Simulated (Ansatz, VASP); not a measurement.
# Se in VASP and in Ansatz

POSCAR

```
Se
1.0
    4.3551700000      0.0000000000      0.0000000000
   -2.1775850000      3.7716878578      0.0000000000
    0.0000000000      0.0000000000      4.9494500000
Se
3
Direct
    0.7830000000      0.7830000000      0.5000000000
    0.0000000000      0.2170000000      0.8333333333
    0.2170000000      0.0000000000      0.1666666667
```

INCAR.step1

```
PREC = Accurate ; ENCUT = 520
EDIFF = 1E-5 ; ISMEAR = -1
SIGMA = 0.05 ; LREAL = F
LASPH = T ; NELM = 100
ALGO = Normal ; ISIF = 2
LWAVE = T ; LCHARG = F
GGA = PE ; NBANDS = 16
```

File INCAR.step2:

```
PREC = Accurate ; ENCUT = 520
EDIFF = 1E-6 ; ISMEAR = -1
SIGMA = 0.05 ; LREAL = F
LASPH = T ; NELM = 100
ALGO = Normal ; ISIF = 2
LWAVE = F ; LCHARG = F
GGA = PE ; LHFCALC = T
HFSCREEN = 0.2079 ; PRECFOCK = Normal
ISTART = 1 ; NBANDS = 16
```

File KPOINTS:

```
regular mesh
0
Gamma
  4 4 3
```

input.yaml

```yaml
crystal:
  lattice:
    - [4.35517, 0.0, 0.0]
    - [-2.177585, 3.7716878578, 0.0]
    - [0.0, 0.0, 4.94945]
  atoms:
    - { symbol: Se, position: [0.783, 0.783, 0.5] }
    - { symbol: Se, position: [0.0, 0.217, 0.8333333333] }
    - { symbol: Se, position: [0.217, 0.0, 0.1666666667] }
hamiltonian:
  xc: hse06
  pseudopotentials: { kind: paw }
kpoints:
  mp_grid: { grid: [4, 4, 3] }
scf:
  occupations: { method: fermi_dirac, width: 0.05 }
  n_extra_bands: 7
output:
  forces: true
  stress: true
  eigenvalues: true
  dos: { projected: true, de: 0.05 }
```

Alike in both runs: functional HSE06; k mesh 4 × 4 × 3; occupations fermi-dirac, width 0.05 eV; no spin polarisation.

```csv
,VASP,Ansatz
version,VASP 6.6.1,Ansatz 0.2.0
potentials or method,"VASP PAW PBE potentials, release 64 (Se)",Ansatz PAW
plane-wave cutoff (eV),520,420
valence electrons in the cell,18,48
task,single point,projected density of states
```

VASP gave:

| Property | Result |
| --- | --- |
| gap on the k mesh at the Fermi level (eV) | 2.59 |
| least direct gap on the mesh (eV) | 2.85 |
| pressure (GPa) | 3.3 |
| traceless stress, the component that is largest in VASP (GPa) | -0.01 |
| rms of the force components (eV/Å) | 0.330 |

**Question.** Which values does Ansatz return?

**Answer.** gap on the k mesh at the Fermi level (eV): 2.59; least direct gap on the mesh (eV): 2.86; pressure (GPa): 3.5; traceless stress, the component that is largest in VASP (GPa): 0.10; rms of the force components (eV/Å): 0.350.

Atom by atom the forces differ by 0.020 eV/Å (rms over components). With one functional, cell and mesh, what is left measures potentials, basis and numerics. VASP's potentials hold 18 valence electrons a cell and Ansatz's 48, so a difference there can come from the potentials and not from the codes.

The k mesh is coarse, so the values compare programs but aren't converged. Noted on Ansatz's run: odd divisions of the mesh miss points on the zone boundary, where band edges often lie, so the gap on the mesh can be too wide.
